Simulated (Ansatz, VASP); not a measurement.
LiBr in VASP and in Ansatz

INCAR

```
SYSTEM = LiBr
ALGO = Normal
EDIFF = 1E-6
ENCUT = 750
GGA = PE
GGA_COMPAT = .False.
ISIF = 2
ISMEAR = -1
LASPH = .True.
LCHARG = .False.
LREAL = .False.
LWAVE = .False.
NBANDS = 12
NELM = 120
PREC = Accurate
SIGMA = 0.05
```

The input KPOINTS:

```
k-points
0
Gamma
  13 13 13
  0 0 0
```

File POSCAR:

```
LiBr
1.0
    0.0000000000      2.1864798648      2.1864798648
    2.1864798648      0.0000000000      2.1864798648
    2.1864798648      2.1864798648      0.0000000000
Li Br
1 1
Direct
    0.0000000000      0.0000000000      0.0000000000
    0.5000000000      0.5000000000      0.5000000000
```

Input for Ansatz:

```yaml
crystal:
  lattice:
    - [0.0, 2.1864798648, 2.1864798648]
    - [2.1864798648, 0.0, 2.1864798648]
    - [2.1864798648, 2.1864798648, 0.0]
  atoms:
    - { symbol: Li, position: [0.0, 0.0, 0.0] }
    - { symbol: Br, position: [0.5, 0.5, 0.5] }
kpoints:
  mp_grid: { grid: [13, 13, 13] }
scf:
  occupations: { method: fermi_dirac, width: 0.05 }
hamiltonian:
  xc: pbe
  pseudopotentials: { kind: all_electron, lapw: { basis_error: 0.001 } }
output:
  forces: true
  stress: true
  eigenvalues: true
  populations: true
```

Change from the starting cell: volume scaled by 0.5, LAPW.

Alike in both runs: task single point; functional PBE; k mesh 13 × 13 × 13; occupations fermi-dirac, width 0.05 eV; no spin polarisation.

```csv
,VASP,Ansatz
version,VASP 6.6.1,Ansatz 0.2.0
potentials or method,"VASP PAW PBE potentials, release 64 (Li_sv, Br), cutoff 750 eV","all-electron LAPW, scalar-relativistic"
```

Ansatz gave:

| Quantity | Value |
| --- | --- |
| gap on the k mesh at the Fermi level (eV) | 4.62 |
| pressure (GPa) | 80.0 |

Problem. What did VASP give for the same quantities?

Solution. gap on the k mesh at the Fermi level (eV): 4.60; pressure (GPa): 80.6.

Both programs put the cell under a high pressure, so it lies far from rest at this level. Ansatz ran all-electron here, and VASP with PAW potentials.

Noted on VASP's run: the cell as given lies far from equilibrium.
